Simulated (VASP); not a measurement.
# KMgF3 (Pm-3m) in VASP: further runs

KMgF3 is run at these levels: PBE; tasks: single point.

Program: VASP 6.6.1. These are calculated values, not measurements. Logs are shortened: lines on timing, memory, paths and dates and some standing lists are left out, and cuts for length are marked.

### Step 1. The cell of the first run

It takes space group Pm-3m (No. 221, cubic). Conventional cell: a = 3.661 Å, b = 3.661 Å, c = 3.661 Å, α = 90.00°, β = 90.00°, γ = 90.00°. K (site symmetry m-3m) has 12 F at 2.59 Å and 8 Mg at 3.17 Å within 3.4 Å. Mg (site symmetry m-3m) has 6 F at 1.83 Å within 2.4 Å. F (site symmetry 4/mmm) has 2 Mg at 1.83 Å within 2.4 Å.

### Step 2. Single point, PBE

Input file INCAR:

```
  PREC = Accurate
  ENCUT = 520
  EDIFF = 1E-6
  ISMEAR = 0
  SIGMA = 0.01
  LREAL = False
  LASPH = True
  NELM = 100
  ALGO = Normal
  ISIF = 2
  LWAVE = False
  LCHARG = False
  GGA = PE
  NBANDS = 24
```

Input file KPOINTS:

```
regular mesh
0
Gamma
  6 6 6
```

Input file POSCAR:

```
KMgF3
1.0
    3.6611363867      0.0000000000      0.0000000000
    0.0000000000      3.6611363867      0.0000000000
    0.0000000000      0.0000000000      3.6611363867
K Mg F
1 1 3
Direct
    0.5000000000      0.5000000000      0.5000000000
    0.0000000000      0.0000000000      0.0000000000
    0.5000000000      0.0000000000      0.0000000000
    0.0000000000      0.5000000000      0.0000000000
    0.0000000000      0.0000000000      0.5000000000
```

Potentials or basis: VASP PAW PBE potentials, release 64 (K_sv, Mg, F).

Command:

```console
$ cat potpaw_PBE.64/K_sv/POTCAR potpaw_PBE.64/Mg/POTCAR potpaw_PBE.64/F/POTCAR > POTCAR
$ mpirun -np 1 vasp_std > vasp.out
```

OUTCAR:

```text
PREC = Accurate
   ENCUT = 520
   EDIFF = 1E-6
   ISMEAR = 0
   LREAL = False
   LASPH = True
   NELM = 100
   ISIF = 2
   GGA = PE

 ion  position               nearest neighbor table
   1  0.500  0.500  0.500-   3 2.59   4 2.59   5 2.59   3 2.59   4 2.59   3 2.59   5 2.59   3 2.59
                             4 2.59   5 2.59   4 2.59   5 2.59   2 3.17   2 3.17   2 3.17   2 3.17
   2  0.000  0.000  0.000-   3 1.83   4 1.83   5 1.83   5 1.83   4 1.83   3 1.83   1 3.17   1 3.17
                             1 3.17   1 3.17   1 3.17   1 3.17   1 3.17   1 3.17
   3  0.500  0.000  0.000-   2 1.83   2 1.83   1 2.59   1 2.59   1 2.59   1 2.59
   4  0.000  0.500  0.000-   2 1.83   2 1.83   1 2.59   1 2.59   1 2.59   1 2.59
   5  0.000  0.000  0.500-   2 1.83   2 1.83   1 2.59   1 2.59   1 2.59   1 2.59

  LATTYP: Found a simple cubic cell.
 ALAT       =     3.6611363867

  Lattice vectors:

 A1 = (   3.6611363867,   0.0000000000,   0.0000000000)
 A2 = (   0.0000000000,   3.6611363867,   0.0000000000)
 A3 = (   0.0000000000,   0.0000000000,   3.6611363867)

Analysis of symmetry for initial positions (statically):
=====================================================================
 Subroutine PRICEL returns:
 Original cell was already a primitive cell.

 Routine SETGRP: Setting up the symmetry group for a
 simple cubic supercell.

 Subroutine GETGRP returns: Found 48 space group operations
 (whereof 48 operations were pure point group operations)
 out of a pool of 48 trial point group operations.

The static configuration has the point symmetry O_h .

Analysis of symmetry for dynamics (positions and initial velocities):
=====================================================================
 Subroutine PRICEL returns:
 Original cell was already a primitive cell.

 Routine SETGRP: Setting up the symmetry group for a
 simple cubic supercell.

 Subroutine GETGRP returns: Found 48 space group operations
 (whereof 48 operations were pure point group operations)
 out of a pool of 48 trial point group operations.

The dynamic configuration has the point symmetry O_h .

 Subroutine INISYM returns: Found 48 space group operations
 (whereof 48 operations are pure point group operations),
 and found     1 'primitive' translations

----------------------------------------------------------------------------------------

                                     Primitive cell

  volume of cell :      49.0736

  direct lattice vectors                    reciprocal lattice vectors
     3.661136387  0.000000000  0.000000000     0.273139237  0.000000000  0.000000000
     0.000000000  3.661136387  0.000000000     0.000000000  0.273139237  0.000000000
     0.000000000  0.000000000  3.661136387     0.000000000  0.000000000  0.273139237

  length of vectors
     3.661136387  3.661136387  3.661136387     0.273139237  0.273139237  0.273139237

  position of ions in fractional coordinates (direct lattice)
     0.500000000  0.500000000  0.500000000
     0.000000000  0.000000000  0.000000000
     0.500000000  0.000000000  0.000000000
     0.000000000  0.500000000  0.000000000
     0.000000000  0.000000000  0.500000000

  ion indices of the primitive-cell ions
   primitive index   ion index
                 1           1
                 2           2
                 3           3
                 4           4
                 5           5

----------------------------------------------------------------------------------------

 KPOINTS: regular mesh

Automatic generation of k-mesh.
 Grid dimensions read from file:
 generate k-points for:    6    6    6

 Generating k-lattice:

  Cartesian coordinates                     Fractional coordinates (reciprocal lattice)
     0.045523206  0.000000000  0.000000000     0.166666667  0.000000000  0.000000000
     0.000000000  0.045523206  0.000000000     0.000000000  0.166666667  0.000000000
     0.000000000  0.000000000  0.045523206     0.000000000  0.000000000  0.166666667

  Length of vectors
     0.045523206  0.045523206  0.045523206

  Shift w.r.t. Gamma in fractional coordinates (k-lattice)
     0.000000000  0.000000000  0.000000000

 Subroutine IBZKPT returns following result:
 ===========================================

 Found     20 irreducible k-points:

 Following reciprocal coordinates:
            Coordinates               Weight
  0.000000  0.000000  0.000000      1.000000
  0.166667  0.000000  0.000000      6.000000
  0.333333  0.000000  0.000000      6.000000
  0.500000  0.000000  0.000000      3.000000
  0.166667  0.166667  0.000000     12.000000
  0.333333  0.166667  0.000000     24.000000
[... 12 lines left out ...]
  0.500000  0.500000  0.333333      6.000000
  0.500000  0.500000  0.500000      1.000000
   k-points           NKPTS =     20   k-points in BZ     NKDIM =     20   number of bands    NBANDS=     24
   number of dos      NEDOS =    301   number of ions     NIONS =      5
   total plane-waves  NPLWV =  21952
   dimension x,y,z NGX =    28 NGY =   28 NGZ =   28
   dimension x,y,z NGXF=    56 NGYF=   56 NGZF=   56
   ions per type =               1   1   3
   NGX,Y,Z   is equivalent  to a cutoff of  12.71, 12.71, 12.71 a.u.
   NGXF,Y,Z  is equivalent  to a cutoff of  25.43, 25.43, 25.43 a.u.
 SYSTEM =  unknown system
   PREC   = accura    normal or accurate (medium, high low for compatibility)
   ISTART =      0    job   : 0-new  1-cont  2-samecut
   ICHARG =      2    charge: 1-file 2-atom 10-const
   ISPIN  =      1    spin polarized calculation?
   LNONCOLLINEAR =      F non collinear calculations
   LSORBIT =      F    spin-orbit coupling
   LASPH  =      T    aspherical Exc in radial PAW
   ENCUT  =  520.0 eV  38.22 Ry    6.18 a.u.   6.81  6.81  6.81*2*pi/ulx,y,z
   NELM   =    100;   NELMIN=  2; NELMDL= -5     # of ELM steps
   EDIFF  = 0.1E-05   stopping-criterion for ELM
   LREAL  =      F    real-space projection
   EDIFFG = 0.1E-04   stopping-criterion for IOM
   NSW    =      0    number of steps for IOM
   IBRION =     -1    ionic relax: 0-MD 1-quasi-New 2-CG
   NFREE  =      0    steps in history (QN), initial steepest desc. (CG)
   ISIF   =      2    stress and relaxation
   ISYM   =      2    0-nonsym 1-usesym 2-fastsym
   POTIM  = 0.5000    time-step for ionic-motion
   TEBEG  =    0.0;   TEEND  =   0.0 temperature during run
   PSTRESS=    0.0 pullay stress
   NELECT =      32.0000    total number of electrons
   NUPDOWN=      -1.0000    fix difference up-down
   EMIN   =  10.00;   EMAX   =-10.00  energy-range for DOS
   EFERMI =   0.00;   METHOD = LEGACY
   ISMEAR =     0;   SIGMA  =   0.01  broadening in eV -4-tet -1-fermi 0-gaus
   EFERMI_NEDOS =   21; number of points for ismear=-14 and -15
   IALGO  =     38    algorithm
   IMIX   =      4    mixing-type and parameters
     AMIX     =   0.40;   BMIX     =  1.00
     AMIX_MAG =   1.60;   BMIX_MAG =  1.00
  volume/ion in A,a.u.               =       9.81        66.23
  Fermi-wavevector in a.u.,A,eV,Ry     =   1.419631  2.682714 27.420545  2.015353
  Thomas-Fermi vector in A             =   2.540632
   LORBIT       =      0    0 simple, 1 ext, 2 COOP (PROOUT), +10 PAW based schemes
   GGA     = PE    functional components
   LHFCALC =     F    Hartree Fock is set to
   AEXX    =    0.0000 exact exchange contribution
   IVDW    =     0    specifies the selected vdW correction
   LEPSILON=     F    determine dielectric tensor
   LRPA    =     F    only Hartree local field effects (RPA)
 non-spin polarized calculation
 Gauss-broadening in eV      SIGMA  =   0.01
  energy-cutoff  :      520.00
  volume of cell :       49.07
 maximum number of plane-waves:      1357
 NGX is ok and might be reduce to    28
   NGX = 13   NGY = 13   NGZ = 13

 number of electron      31.9999979 magnetization

 Free energy of the ion-electron system (eV)
  ---------------------------------------------------
  ext. energy  EPLUGINS =         0.00000000
  ---------------------------------------------------
  free energy    TOTEN  =       -22.78387729 eV

  energy without entropy =      -22.78387729  energy(sigma->0) =      -22.78387729

 E-fermi :   0.0180     XC(G=0): -11.0224

 val. band max:       -0.0680591003   @ k =   0.5000   0.5000   0.5000
 cond. band min:       9.4956496169   @ k =   0.0000   0.0000   0.0000
 fundamental gap:      9.5637087173
 Fermi energy:         0.0179681054

 k-point     1 :       0.0000    0.0000    0.0000
  band No.  band energies     occupation
      1     -25.3807      2.00000
      2     -20.9205      2.00000
      3     -19.9299      2.00000
      4     -19.9299      2.00000
      5      -8.8956      2.00000
      6      -8.8956      2.00000
[... 16 lines left out ...]
     23      17.3181      0.00000
     24      20.3072      0.00000

 k-point     2 :       0.1667    0.0000    0.0000
  band No.  band energies     occupation
      1     -25.3488      2.00000
      2     -20.8992      2.00000
      3     -19.9922      2.00000
      4     -19.9238      2.00000
      5      -8.8542      2.00000
      6      -8.8542      2.00000
[... 16 lines left out ...]
     23      17.3188      0.00000
     24      19.9493      0.00000

 k-point     3 :       0.3333    0.0000    0.0000
  band No.  band energies     occupation
      1     -25.2831      2.00000
      2     -20.8576      2.00000
      3     -20.1186      2.00000
      4     -19.9134      2.00000
      5      -8.7681      2.00000
      6      -8.7681      2.00000
[... 16 lines left out ...]
     23      16.8904      0.00000
     24      19.1984      0.00000
[... 406 lines left out ...]
 k-point    19 :       0.5000    0.5000    0.3333
  band No.  band energies     occupation
      1     -25.1380      2.00000
      2     -20.2528      2.00000
      3     -20.2352      2.00000
      4     -20.2352      2.00000
      5      -9.2569      2.00000
      6      -9.2569      2.00000
[... 16 lines left out ...]
     23      17.4605      0.00000
     24      17.4605      0.00000

 k-point    20 :       0.5000    0.5000    0.5000
  band No.  band energies     occupation
      1     -25.1272      2.00000
      2     -20.2207      2.00000
      3     -20.2207      2.00000
      4     -20.2207      2.00000
      5      -9.3464      2.00000
      6      -9.3464      2.00000
[... 16 lines left out ...]
     23      17.9590      0.00000
     24      17.9590      0.00000

------------------------ aborting loop because EDIFF is reached ----------------------------------------

  FORCE on cell =-STRESS in cart. coord.  units (eV):
  Direction    XX          YY          ZZ          XY          YZ          ZX
  --------------------------------------------------------------------------------------
  -------------------------------------------------------------------------------------
  Total       12.2706746     12.2706746     12.2706746      0.0000000      0.0000000      0.0000000
  in kB      400.6187742    400.6187742    400.6187742      0.0000000      0.0000000      0.0000000
  external PRESSURE =     400.6187742 kB  Pullay stress =       0.0000000 kB

 VOLUME and BASIS-vectors are now :
 -----------------------------------------------------------------------------
  energy-cutoff  :      520.00
  volume of cell :       49.07
      direct lattice vectors                 reciprocal lattice vectors
     3.661136387  0.000000000  0.000000000     0.273139237  0.000000000  0.000000000
     0.000000000  3.661136387  0.000000000     0.000000000  0.273139237  0.000000000
     0.000000000  0.000000000  3.661136387     0.000000000  0.000000000  0.273139237

 POSITION                                       TOTAL-FORCE (eV/Angst)
 -----------------------------------------------------------------------------------
      1.83057      1.83057      1.83057         0.000000      0.000000      0.000000
      0.00000      0.00000      0.00000         0.000000      0.000000      0.000000
      1.83057      0.00000      0.00000         0.000000      0.000000      0.000000
      0.00000      1.83057      0.00000         0.000000      0.000000      0.000000
      0.00000      0.00000      1.83057         0.000000      0.000000      0.000000
 -----------------------------------------------------------------------------------
    total drift:                                0.000000      0.000000     -0.000000

  FREE ENERGIE OF THE ION-ELECTRON SYSTEM (eV)
  ---------------------------------------------------
  free  energy   TOTEN  =       -22.7838772909 eV

  energy  without entropy=      -22.7838772909  energy(sigma->0) =      -22.78387729
```

It took 41 s on 1 thread of Intel Xeon 8259CL, shared host; peak memory 0.17 GiB.

Results:

| Quantity | Value |
| --- | --- |
| Free energy | -22.7839 eV |
| Pressure | 40.1 GPa |
| Band gap on the k mesh | 9.56 eV (least direct gap 9.85 eV) |

Caveat: the cell stands under pressure.

### Step 3. Single point, PBE

This run uses another cell than the first one, of 10.31 Å³/atom.

Input file INCAR:

```
SYSTEM = KMgF3
PREC = Accurate ; ENCUT = 520
EDIFF = 1E-7 ; ISMEAR = 0
SIGMA = 0.01 ; LREAL = .False.
LASPH = .True. ; NELM = 100
ALGO = Normal ; ISIF = 2
LWAVE = .False. ; LCHARG = .True.
GGA = PE ; LELF = .True.
LVHAR = .True. ; NBANDS = 24
```

Input file KPOINTS:

```
Automatic mesh
0
Gamma
  6 6 6
  0 0 0
```

Changes to POSCAR since step 2:

```diff
@@ -2,5 +2,5 @@
 1.0
-    3.6611363867      0.0000000000      0.0000000000
-    0.0000000000      3.6611363867      0.0000000000
-    0.0000000000      0.0000000000      3.6611363867
+    3.7220336785      0.0000000000      0.0000000000
+    0.0000000000      3.7220336785      0.0000000000
+    0.0000000000      0.0000000000      3.7220336785
 K Mg F
```

Potentials or basis: VASP PAW PBE potentials, release 64 (K_sv, Mg, F).

Command:

```console
$ cat potpaw_PBE.64/K_sv/POTCAR potpaw_PBE.64/Mg/POTCAR potpaw_PBE.64/F/POTCAR > POTCAR
$ mpirun -np 1 vasp_std > vasp.out
```

It took 49 s on 1 thread of Intel Xeon 8259CL, shared host; peak memory 0.17 GiB.

Results (log left out):

- Free energy: -23.3311 eV
- Pressure: 29.9 GPa
- Band gap on the k mesh: 9.07 eV (least direct gap 9.37 eV)

Levels at points of the mesh, in eV from the valence-band top:
```tsv
k point	band 14	band 15	band 16	band 17	band 18	band 19
(0.00, 0.00, 0.00)	-0.30	-0.30	-0.30	9.07	10.30	10.30
(0.50, 0.00, 0.00)	-1.11	-0.66	-0.66	11.44	11.66	12.76
(0.50, 0.50, 0.00)	-1.05	-1.05	-0.03	12.08	12.66	13.76
(0.50, 0.50, 0.50)	0.00	0.00	0.00	11.25	11.25	11.25
```

Caveat: the cell stands under pressure. A k mesh can miss the band edges.

### Step 4. Single point, PBE

This run uses another cell than the first one, of 10.96 Å³/atom.

Input file INCAR:

```
SYSTEM = KMgF3
PREC = Accurate
ENCUT = 520
EDIFF = 1E-6
ISMEAR = 0
SIGMA = 0.01
LREAL = .FALSE.
LASPH = .TRUE.
NELM = 100
ALGO = Normal
ISIF = 2
LWAVE = .FALSE.
LCHARG = .FALSE.
GGA = PE
NBANDS = 24
```

Input file KPOINTS:

```
regular mesh
0
G
  6 6 6
  0 0 0
```

Changes to POSCAR since step 3:

```diff
@@ -2,5 +2,5 @@
 1.0
-    3.7220336785      0.0000000000      0.0000000000
-    0.0000000000      3.7220336785      0.0000000000
-    0.0000000000      0.0000000000      3.7220336785
+    3.7980466227      0.0000000000      0.0000000000
+    0.0000000000      3.7980466227      0.0000000000
+    0.0000000000      0.0000000000      3.7980466227
 K Mg F
```

Command:

```console
$ cat potpaw_PBE.64/K_sv/POTCAR potpaw_PBE.64/Mg/POTCAR potpaw_PBE.64/F/POTCAR > POTCAR
$ mpirun -np 1 vasp_std > vasp.out
```

It took 44 s on 1 thread of Intel Xeon 8259CL, shared host; peak memory 0.17 GiB.

Results (log left out):

```
Free energy            : -23.8334 eV
Pressure               : 19.7 GPa
Band gap on the k mesh : 8.50 eV (least direct gap 8.82 eV)
```

Levels at points of the mesh, in eV from the valence-band top:
| k point | band 14 | band 15 | band 16 | band 17 | band 18 | band 19 |
| --- | --- | --- | --- | --- | --- | --- |
| (0.00, 0.00, 0.00) | -0.31 | -0.31 | -0.31 | 8.50 | 10.25 | 10.25 |
| (0.50, 0.00, 0.00) | -1.03 | -0.62 | -0.62 | 11.05 | 11.50 | 12.04 |
| (0.50, 0.50, 0.00) | -1.01 | -1.01 | -0.03 | 11.75 | 12.39 | 13.48 |
| (0.50, 0.50, 0.50) | 0.00 | 0.00 | 0.00 | 11.02 | 11.02 | 11.02 |

Caveat: the cell stands under pressure. A k mesh can miss the band edges.

### Step 5. Overview

```tsv
cell	gap on the mesh (eV)	pressure (GPa)
a = 3.661 Å, 5 atoms	9.56	40.1
a = 3.722 Å, 5 atoms	9.07	29.9
a = 3.798 Å, 5 atoms	8.50	19.7
```

Alike in all rows: task single point; level PBE; potentials or basis VASP PAW PBE potentials, release 64 (K_sv, Mg, F); no spin polarisation; k mesh 6 × 6 × 6; cutoff (eV) 520; smearing gaussian 0.01 eV.

Caveats: the cell stands under pressure.

Total energies depend on the potentials used, so only differences within one code and one set of settings carry meaning.
